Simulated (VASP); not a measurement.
# Zr (P6_3/mmc) in VASP: notebook

Zr is run at these levels: PBE; tasks: single point.

Everything below comes from runs of VASP 6.6.1. Logs are shortened: lines on timing, memory, paths and dates and some standing lists are left out, and cuts for length are marked.

### 1 The cell of the first run

The structure is hexagonal, space group P6_3/mmc (No. 194). Conventional cell: a = 3.359 Å, b = 3.359 Å, c = 5.361 Å, α = 90.00°, β = 90.00°, γ = 120.00°. Within 4.4 Å of Zr (site symmetry -6m2) lie 12 Zr at 3.31 to 3.36 Å.

### 2 Single point, PBE, collinear spin (26.18 Å³/atom)

File INCAR:

```
PREC     = Accurate       # precision mode
ENCUT    = 520            # plane-wave cutoff, eV
EDIFF    = 1E-7           # SCF threshold, eV
ISMEAR   = -1             # smearing method
SIGMA    = 0.05           # smearing width, eV
LREAL    = F              # projectors in reciprocal space
LASPH    = T              # aspherical terms in the spheres
NELM     = 150            # most SCF steps
ALGO     = Normal         # electronic algorithm
ISIF     = 2              # what is computed and relaxed
LWAVE    = F              # write WAVECAR
LCHARG   = T              # write CHGCAR
ISPIN    = 2              # spin polarisation
MAGMOM   = 1 1            # initial moments
LORBIT   = 11             # projections on sites
LMAXMIX  = 4              # l up to which the mixer works
GGA      = PE             # functional
LELF     = T              # ELF
LVHAR    = T            
NBANDS   = 23             # bands
```

File KPOINTS:

```
regular mesh
0
Gamma
  18 18 10
```

File POSCAR:

```
Zr
1.0
    3.3585620864      0.0000000000      0.0000000000
   -1.6792810432      2.9086000870      0.0000000000
    0.0000000000      0.0000000000      5.3609496627
Zr
2
Direct
    0.3333333333      0.6666666667      0.2500000000
    0.6666666667      0.3333333333      0.7500000000
```

Potentials or basis: VASP PAW PBE potentials, release 64 (Zr_sv).

Launch:

```
$ cat potpaw_PBE.64/Zr_sv/POTCAR > POTCAR
$ mpirun -np 1 vasp_std > vasp.out
```

OUTCAR:

```text
PREC = Accurate
   ENCUT = 520
   EDIFF = 1E-7
   ISMEAR = -1
   LREAL = F
   LASPH = T
   NELM = 150
   ISIF = 2
   ISPIN = 2
   LORBIT = 11
   GGA = PE

 ion  position               nearest neighbor table
   1  0.333  0.667  0.250-   2 3.31   2 3.31   2 3.31   2 3.31   2 3.31   2 3.31
   2  0.667  0.333  0.750-   1 3.31   1 3.31   1 3.31   1 3.31   1 3.31   1 3.31

  LATTYP: Found a hexagonal cell.
 ALAT       =     3.3585620864
 C/A-ratio  =     1.5962038291

  Lattice vectors:

 A1 = (   3.3585620864,   0.0000000000,   0.0000000000)
 A2 = (  -1.6792810432,   2.9086000870,   0.0000000000)
 A3 = (   0.0000000000,   0.0000000000,   5.3609496627)

Analysis of symmetry for initial positions (statically):
=====================================================================
 Subroutine PRICEL returns:
 Original cell was already a primitive cell.

 Routine SETGRP: Setting up the symmetry group for a
 hexagonal supercell.

 Subroutine GETGRP returns: Found 24 space group operations
 (whereof 12 operations were pure point group operations)
 out of a pool of 24 trial point group operations.

The static configuration has the point symmetry D_3d.
 The point group associated with its full space group is D_6h.

Analysis of symmetry for dynamics (positions and initial velocities):
=====================================================================
 Subroutine PRICEL returns:
 Original cell was already a primitive cell.

 Routine SETGRP: Setting up the symmetry group for a
 hexagonal supercell.

 Subroutine GETGRP returns: Found 24 space group operations
 (whereof 12 operations were pure point group operations)
 out of a pool of 24 trial point group operations.

The dynamic configuration has the point symmetry D_3d.
 The point group associated with its full space group is D_6h.

Analysis of structural, dynamic, and magnetic symmetry:
=====================================================================
 Subroutine PRICEL returns:
 Original cell was already a primitive cell.

 Routine SETGRP: Setting up the symmetry group for a
 hexagonal supercell.

 Subroutine GETGRP returns: Found 24 space group operations
 (whereof 12 operations were pure point group operations)
 out of a pool of 24 trial point group operations.

The overall configuration has the point symmetry D_3d.
 The point group associated with its full space group is D_6h.

 Subroutine INISYM returns: Found 24 space group operations
 (whereof 12 operations are pure point group operations),
 and found     1 'primitive' translations

----------------------------------------------------------------------------------------

                                     Primitive cell

  volume of cell :      52.3696

  direct lattice vectors                    reciprocal lattice vectors
     3.358562086  0.000000000  0.000000000     0.297746468  0.171904004  0.000000000
    -1.679281043  2.908600087  0.000000000     0.000000000  0.343808007  0.000000000
     0.000000000  0.000000000  5.360949663     0.000000000  0.000000000  0.186534115

  length of vectors
     3.358562086  3.358562086  5.360949663     0.343808007  0.343808007  0.186534115

  position of ions in fractional coordinates (direct lattice)
     0.333333333  0.666666667  0.250000000
     0.666666667  0.333333333  0.750000000

  ion indices of the primitive-cell ions
   primitive index   ion index
                 1           1
                 2           2

----------------------------------------------------------------------------------------

 KPOINTS: regular mesh

Automatic generation of k-mesh.
 Grid dimensions read from file:
 generate k-points for:   18   18   10

 Generating k-lattice:

  Cartesian coordinates                     Fractional coordinates (reciprocal lattice)
     0.016541470  0.009550222  0.000000000     0.055555556 -0.000000000  0.000000000
     0.000000000  0.019100445  0.000000000     0.000000000  0.055555556  0.000000000
     0.000000000  0.000000000  0.018653411     0.000000000  0.000000000  0.100000000

  Length of vectors
     0.019100445  0.019100445  0.018653411

  Shift w.r.t. Gamma in fractional coordinates (k-lattice)
     0.000000000  0.000000000  0.000000000

 Subroutine IBZKPT returns following result:
 ===========================================

 Found    222 irreducible k-points:

 Following reciprocal coordinates:
            Coordinates               Weight
  0.000000  0.000000  0.000000      1.000000
  0.055556 -0.000000  0.000000      6.000000
  0.111111 -0.000000  0.000000      6.000000
  0.166667  0.000000  0.000000      6.000000
  0.222222  0.000000  0.000000      6.000000
  0.277778  0.000000  0.000000      6.000000
[... 16 lines left out ...]
  0.333333  0.111111  0.000000     12.000000
  0.388889  0.111111  0.000000     12.000000
 [... further k-points ...]
   k-points           NKPTS =    222   k-points in BZ     NKDIM =    222   number of bands    NBANDS=     23
   number of dos      NEDOS =    301   number of ions     NIONS =      2
   total plane-waves  NPLWV =  31360
   dimension x,y,z NGX =    28 NGY =   28 NGZ =   40
   dimension x,y,z NGXF=    56 NGYF=   56 NGZF=   80
   ions per type =               2
   NGX,Y,Z   is equivalent  to a cutoff of  13.86, 13.86, 12.40 a.u.
   NGXF,Y,Z  is equivalent  to a cutoff of  27.72, 27.72, 24.81 a.u.
 SYSTEM =  unknown system
   PREC   = accura    normal or accurate (medium, high low for compatibility)
   ISTART =      0    job   : 0-new  1-cont  2-samecut
   ICHARG =      2    charge: 1-file 2-atom 10-const
   ISPIN  =      2    spin polarized calculation?
   LNONCOLLINEAR =      F non collinear calculations
   LSORBIT =      F    spin-orbit coupling
   LASPH  =      T    aspherical Exc in radial PAW
   ENCUT  =  520.0 eV  38.22 Ry    6.18 a.u.   6.24  6.24  9.97*2*pi/ulx,y,z
   NELM   =    150;   NELMIN=  2; NELMDL= -5     # of ELM steps
   EDIFF  = 0.1E-06   stopping-criterion for ELM
   LREAL  =      F    real-space projection
   EDIFFG = 0.1E-05   stopping-criterion for IOM
   NSW    =      0    number of steps for IOM
   IBRION =     -1    ionic relax: 0-MD 1-quasi-New 2-CG
   NFREE  =      0    steps in history (QN), initial steepest desc. (CG)
   ISIF   =      2    stress and relaxation
   ISYM   =      2    0-nonsym 1-usesym 2-fastsym
   POTIM  = 0.5000    time-step for ionic-motion
   TEBEG  =    0.0;   TEEND  =   0.0 temperature during run
   PSTRESS=    0.0 pullay stress
   NELECT =      24.0000    total number of electrons
   NUPDOWN=      -1.0000    fix difference up-down
   EMIN   =  10.00;   EMAX   =-10.00  energy-range for DOS
   EFERMI =   0.00;   METHOD = LEGACY
   ISMEAR =    -1;   SIGMA  =   0.05  broadening in eV -4-tet -1-fermi 0-gaus
   EFERMI_NEDOS =   21; number of points for ismear=-14 and -15
   IALGO  =     38    algorithm
   IMIX   =      4    mixing-type and parameters
     AMIX     =   0.40;   BMIX     =  1.00
     AMIX_MAG =   1.60;   BMIX_MAG =  1.00
  volume/ion in A,a.u.               =      26.18       176.70
  Fermi-wavevector in a.u.,A,eV,Ry     =   1.262173  2.385161 21.675177  1.593081
  Thomas-Fermi vector in A             =   2.395595
   LORBIT       =     11    0 simple, 1 ext, 2 COOP (PROOUT), +10 PAW based schemes
   GGA     = PE    functional components
   LHFCALC =     F    Hartree Fock is set to
   AEXX    =    0.0000 exact exchange contribution
   IVDW    =     0    specifies the selected vdW correction
   LEPSILON=     F    determine dielectric tensor
   LRPA    =     F    only Hartree local field effects (RPA)
 spin polarized calculation
  energy-cutoff  :      520.00
  volume of cell :       52.37
 maximum number of plane-waves:      1432
 NGX is ok and might be reduce to    28
   NGX = 13   NGY = 13   NGZ = 19

 number of electron      24.0000000 magnetization      -0.0002803

 number of electron      24.0000000 magnetization       0.0000869

 Free energy of the ion-electron system (eV)
  ---------------------------------------------------
  ext. energy  EPLUGINS =         0.00000000
  ---------------------------------------------------
  free energy    TOTEN  =       -16.88637131 eV

  energy without entropy =      -16.86897308  energy(sigma->0) =      -16.87767219

 E-fermi :   7.7468     XC(G=0): -10.5606

 val. band max:        7.7374389128   @ k =   0.3333   0.1667   0.4000
 cond. band min:       7.7486677348   @ k =   0.1111   0.0556   0.4000
 fundamental gap:      0.0112288220
 Fermi energy:         7.7467675864

 spin component 1

 k-point     1 :       0.0000    0.0000    0.0000
  band No.  band energies     occupation
      1     -41.3488      1.00000
      2     -41.2561      1.00000
      3     -19.6839      1.00000
      4     -19.0867      1.00000
      5     -19.0867      1.00000
      6     -19.0038      1.00000
[... 15 lines left out ...]
     22      17.9513      0.00000
     23      19.5177      0.00000

 k-point     2 :       0.0556   -0.0000    0.0000
  band No.  band energies     occupation
      1     -41.3466      1.00000
      2     -41.2553      1.00000
      3     -19.6775      1.00000
      4     -19.1007      1.00000
      5     -19.0913      1.00000
      6     -19.0066      1.00000
[... 15 lines left out ...]
     22      18.1321      0.00000
     23      19.6305      0.00000
[... 544 lines left out ...]
     22      16.4346      0.00000
     23      16.5321      0.00000

 k-point    24 :       0.3889    0.1111    0.0000
  band No.  band energies     occupation
      1     -41.2670      1.00000
      2     -41.2364      1.00000
      3     -19.5241      1.00000
      4     -19.4158      1.00000
      5     -19.3934      1.00000
      6     -19.2517      1.00000
[... 15 lines left out ...]
     22      15.8494      0.00000
     23      16.9087      0.00000

 [... further k-points ...]

 spin component 2

 k-point     1 :       0.0000    0.0000    0.0000
  band No.  band energies     occupation
      1     -41.3487      1.00000
      2     -41.2561      1.00000
      3     -19.6839      1.00000
      4     -19.0867      1.00000
      5     -19.0867      1.00000
      6     -19.0038      1.00000
[... 15 lines left out ...]
     22      17.9513      0.00000
     23      19.5178      0.00000

 k-point     2 :       0.0556   -0.0000    0.0000
  band No.  band energies     occupation
      1     -41.3466      1.00000
      2     -41.2552      1.00000
      3     -19.6774      1.00000
      4     -19.1007      1.00000
      5     -19.0913      1.00000
      6     -19.0066      1.00000
[... 15 lines left out ...]
     22      18.1321      0.00000
     23      19.6305      0.00000
[... 544 lines left out ...]
     22      16.4346      0.00000
     23      16.5322      0.00000

 k-point    24 :       0.3889    0.1111    0.0000
  band No.  band energies     occupation
      1     -41.2669      1.00000
      2     -41.2364      1.00000
      3     -19.5241      1.00000
      4     -19.4158      1.00000
      5     -19.3934      1.00000
      6     -19.2517      1.00000
[... 15 lines left out ...]
     22      15.8495      0.00000
     23      16.9087      0.00000

 [... further k-points ...]

------------------------ aborting loop because EDIFF is reached ----------------------------------------

  FORCE on cell =-STRESS in cart. coord.  units (eV):
  Direction    XX          YY          ZZ          XY          YZ          ZX
  --------------------------------------------------------------------------------------
  -------------------------------------------------------------------------------------
  Total       -2.8195260     -2.8195260     -2.9219086     -0.0000000     -0.0000000      0.0000000
  in kB      -86.2596251    -86.2596251    -89.3918840     -0.0000000     -0.0000000      0.0000000
  external PRESSURE =     -87.3037114 kB  Pullay stress =       0.0000000 kB

 VOLUME and BASIS-vectors are now :
 -----------------------------------------------------------------------------
  energy-cutoff  :      520.00
  volume of cell :       52.37
      direct lattice vectors                 reciprocal lattice vectors
     3.358562086  0.000000000  0.000000000     0.297746468  0.171904004  0.000000000
    -1.679281043  2.908600087  0.000000000     0.000000000  0.343808007  0.000000000
     0.000000000  0.000000000  5.360949663     0.000000000  0.000000000  0.186534115

 POSITION                                       TOTAL-FORCE (eV/Angst)
 -----------------------------------------------------------------------------------
     -0.00000      1.93907      1.34024        -0.000000      0.000000      0.000000
      1.67928      0.96953      4.02071         0.000000      0.000000      0.000000
 -----------------------------------------------------------------------------------
    total drift:                                0.000000     -0.000000      0.000000

  FREE ENERGIE OF THE ION-ELECTRON SYSTEM (eV)
  ---------------------------------------------------
  free  energy   TOTEN  =       -16.8863713058 eV

  energy  without entropy=      -16.8689730772  energy(sigma->0) =      -16.87767219

 total charge

# of ion       s       p       d       tot
------------------------------------------
    1        2.214   5.955   1.518   9.687
    2        2.214   5.955   1.518   9.687
--------------------------------------------------
tot          4.428  11.910   3.036  19.374

 magnetization (x)

# of ion       s       p       d       tot
------------------------------------------
    1       -0.000   0.000   0.000   0.000
    2       -0.000   0.000   0.000   0.000
--------------------------------------------------
tot         -0.000   0.000   0.000   0.000
```

It took 3.9 min on 1 thread of Intel Xeon 6975P-C (Granite Rapids), shared host; peak memory 0.46 GiB.

What came out:

```yaml
Free_energy: -16.8864 eV
Pressure: -8.7 GPa
Band_gap_on_the_k_mesh: zero (filled and empty bands overlap)
Net_moment: 0.00 μB per cell
Valence_electrons_inside_the_program's_atomic_spheres: Zr 9.69
```

Levels at points of the mesh, in eV from the Fermi level:
Spin up:
```tsv
k point	band 9	band 10	band 11	band 12	band 13	band 14	band 15	band 16
(0.00, 0.00, 0.00)	-5.42	-2.74	0.78	0.83	0.83	0.93	1.41	1.41
(0.50, 0.00, 0.00)	-2.35	-2.18	-1.82	-0.40	0.55	0.65	1.26	4.25
(0.00, 0.00, 0.50)	-3.87	-3.87	0.05	0.05	0.75	0.75	0.75	0.75
(0.50, 0.00, 0.50)	-2.54	-2.54	-0.87	-0.87	1.26	1.26	1.98	1.98
```
Spin down:
| k point | band 8 | band 9 | band 10 | band 11 | band 12 | band 13 | band 14 | band 15 | band 16 | band 17 |
| --- | --- | --- | --- | --- | --- | --- | --- | --- | --- | --- |
| (0.00, 0.00, 0.00) | -26.74 | -5.42 | -2.74 | 0.78 | 0.83 | 0.83 | 0.93 | 1.41 | 1.41 | 1.92 |
| (0.50, 0.00, 0.00) | -26.81 | -2.35 | -2.18 | -1.82 | -0.40 | 0.55 | 0.65 | 1.26 | 4.25 | 4.57 |
| (0.00, 0.00, 0.50) | -26.78 | -3.87 | -3.87 | 0.05 | 0.05 | 0.75 | 0.75 | 0.75 | 0.75 | 3.44 |
| (0.50, 0.00, 0.50) | -26.89 | -2.54 | -2.54 | -0.87 | -0.87 | 1.26 | 1.26 | 1.98 | 1.98 | 4.44 |

Caveat: the cell stands under tension.

### 3 Single point, PBE, collinear spin (23.38 Å³/atom)

This run uses another cell than the first one, of 23.38 Å³/atom.

File INCAR:

```
ALGO     = Normal         # electronic algorithm
EDIFF    = 1E-6           # SCF threshold, eV
ENCUT    = 520            # plane-wave cutoff, eV
GGA      = PE             # functional
ISIF     = 2              # what is computed and relaxed
ISMEAR   = -1             # smearing method
ISPIN    = 2              # spin polarisation
LASPH    = T              # aspherical terms in the spheres
LCHARG   = F              # write CHGCAR
LMAXMIX  = 4              # l up to which the mixer works
LORBIT   = 11             # projections on sites
LREAL    = F              # projectors in reciprocal space
LWAVE    = F              # write WAVECAR
MAGMOM   = 1 1            # initial moments
NBANDS   = 23             # bands
NELM     = 150            # most SCF steps
PREC     = Accurate       # precision mode
SIGMA    = 0.05           # smearing width, eV
```

File KPOINTS:

```
k-points
0
Gamma
  18 18 10
```

File POSCAR:

```
Zr
1.0
    3.2340547919      0.0000000000      0.0000000000
   -1.6170273959      2.8007736070      0.0000000000
    0.0000000000      0.0000000000      5.1622106425
Zr
2
Direct
    0.3333333333      0.6666666667      0.2500000000
    0.6666666667      0.3333333333      0.7500000000
```

Potentials or basis: VASP PAW PBE potentials, release 64 (Zr_sv).

Launch:

```
$ cat potpaw_PBE.64/Zr_sv/POTCAR > POTCAR
$ mpirun -np 1 vasp_std > vasp.out
```

It took 4.5 min on 1 thread of Intel Xeon Platinum 8488C (Sapphire Rapids), shared host; peak memory 0.41 GiB.

It converged, with:

```yaml
Free_energy: -17.0490 eV
Pressure: 0.1 GPa
Band_gap_on_the_k_mesh: zero (filled and empty bands overlap)
Net_moment: 0.00 μB per cell
Valence_electrons_inside_the_program's_atomic_spheres: Zr 9.81
```

Stress tensor (GPa, compression positive):
```
-0.01  0.00  0.00
 0.00 -0.01  0.00
 0.00  0.00  0.19
```

Levels at points of the mesh, in eV from the Fermi level:
Spin up:
| k point | band 10 | band 11 | band 12 | band 13 | band 14 | band 15 |
| --- | --- | --- | --- | --- | --- | --- |
| (0.00, 0.00, 0.00) | -3.02 | 0.86 | 0.86 | 0.99 | 1.14 | 1.55 |
| (0.50, 0.00, 0.00) | -2.50 | -2.13 | -0.22 | 0.55 | 0.76 | 1.44 |
| (0.00, 0.00, 0.50) | -3.95 | 0.03 | 0.03 | 0.77 | 0.77 | 0.77 |
| (0.50, 0.00, 0.50) | -2.86 | -1.05 | -1.05 | 1.61 | 1.61 | 2.21 |
Spin down:
| k point | band 8 | band 9 | band 10 | band 11 | band 12 | band 13 | band 14 | band 15 | band 16 | band 17 |
| --- | --- | --- | --- | --- | --- | --- | --- | --- | --- | --- |
| (0.00, 0.00, 0.00) | -26.37 | -5.65 | -3.02 | 0.86 | 0.86 | 0.99 | 1.14 | 1.55 | 1.55 | 2.14 |
| (0.50, 0.00, 0.00) | -26.47 | -2.55 | -2.50 | -2.13 | -0.22 | 0.55 | 0.76 | 1.44 | 4.88 | 5.26 |
| (0.00, 0.00, 0.50) | -26.43 | -3.95 | -3.95 | 0.03 | 0.03 | 0.77 | 0.77 | 0.77 | 0.77 | 3.93 |
| (0.50, 0.00, 0.50) | -26.59 | -2.86 | -2.86 | -1.05 | -1.05 | 1.61 | 1.61 | 2.21 | 2.21 | 5.11 |
